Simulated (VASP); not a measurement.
Here is a VASP 6.6.1 calculation.

INCAR

```
SYSTEM = HC32
  PREC = Accurate
  ENCUT = 520
  EDIFF = 1E-6
  ISMEAR = -1
  SIGMA = 0.02
  LREAL = Auto
  LASPH = .TRUE.
  NELM = 150
  ALGO = Normal
  ISIF = 2
  LWAVE = .FALSE.
  LCHARG = .FALSE.
  ISPIN = 2
  MAGMOM = 0 0 0 0 0 0 0 0 0 0 0 0 0 0 0 0 0 0 0 0 0 0 0 0 0 0 0 0 0 0 0 0 1
  LORBIT = 11
  GGA = CA
  NBANDS = 90
  NCORE = 2
```

File KPOINTS:

```
Automatic mesh
0
G
  2 2 1
  0 0 0
```

Contents of POSCAR:

```
HC32
1.0
    9.8640000000      0.0000000000      0.0000000000
   -4.9320000000      8.5424750000      0.0000000000
    0.0000000000      0.0000000000     13.0000000000
C H
32 1
Direct
    0.0013468133     -0.0014816673      0.0763923302
    0.1656630671      0.0785160115      0.0809833689
    0.0013648652      0.2504286981      0.0764101090
    0.1656868533      0.3347314900      0.0809581555
    0.0009356827      0.4994805147      0.0712333134
    0.1672869718      0.5827963611      0.0721406577
    0.0009300316      0.7490627575      0.0712500286
    0.1672830353      0.8320978413      0.0721405516
    0.2499806023     -0.0014730698      0.0764126853
    0.4179158569      0.0824992895      0.0773237105
    0.2510877500      0.2493323578      0.1050752284
    0.4218920078      0.3347489607      0.0809754600
    0.2499913173      0.4990562410      0.0764091019
    0.4179131597      0.5830144800      0.0773171216
    0.2510904876      0.7493504851      0.0723403054
    0.4173077920      0.8324605500      0.0744225226
    0.5007200296     -0.0003003217      0.0752712607
    0.6679611451      0.0831136228      0.0744224037
    0.5018840971      0.2504316306      0.0764098076
    0.6683138690      0.3331311651      0.0721349470
    0.5018951961      0.4990720606      0.0763881702
    0.6683208569      0.5828040297      0.0721303156
    0.5007185638      0.7486354818      0.0752628332
    0.6679535392      0.8324685421      0.0744156940
    0.7517889546     -0.0002962739      0.0752621436
    0.9174073883      0.0825063396      0.0773219892
    0.7510667179      0.2493271398      0.0723389764
    0.9176224368      0.3331328568      0.0721406353
    0.7513447323      0.4994813641      0.0712492979
    0.9177331585      0.5826773182      0.0707136893
    0.7510585227      0.7493585966      0.0723411939
    0.9176113796      0.8320898782      0.0721353156
    0.2510885184      0.2493384684      0.1921235762
```

Potentials or basis: VASP PAW LDA potentials, release 64 (C, H).

Launch:

```sh
$ cat potpaw_LDA.64/C/POTCAR potpaw_LDA.64/H/POTCAR > POTCAR
$ mpirun -np 4 vasp_std > vasp.out
```

Problem. What does it give for the site moments?

Solution. C -0.01, +0.07, +0.01, +0.05, -0.00, +0.04 (each value once); H +0.04 μB.

Problem. What does it give for the largest force?

Solution. 0.053 eV/Å.

Forces on the atoms (eV/Å):
```
C    0.001 -0.001 -0.003
C   -0.002  0.013 -0.011
C   -0.006 -0.001 -0.007
C   -0.002  0.001 -0.010
C    0.004 -0.002 -0.001
C   -0.010  0.006  0.002
C    0.008 -0.007 -0.005
C   -0.004 -0.005  0.005
C    0.004 -0.008 -0.004
C   -0.002 -0.001  0.002
C   -0.004 -0.002 -0.001
C   -0.011 -0.003 -0.009
C   -0.008  0.004 -0.008
C    0.001  0.005  0.001
C    0.006 -0.001 -0.006
C   -0.001  0.004  0.005
C   -0.003  0.001  0.000
C   -0.001 -0.003  0.003
C    0.011 -0.001 -0.006
C    0.002  0.002  0.005
C    0.004 -0.003 -0.003
C   -0.001  0.007  0.005
C    0.002 -0.004  0.000
C   -0.001  0.001  0.006
C    0.008  0.002  0.000
C   -0.001 -0.006  0.002
C    0.007  0.002 -0.006
C   -0.013  0.004  0.004
C    0.012 -0.004 -0.005
C   -0.001  0.002 -0.005
C    0.011 -0.003 -0.008
C   -0.007 -0.002  0.004
H   -0.003  0.002  0.053
```

Caveat: there is no dipole correction, which matters where the two faces differ.
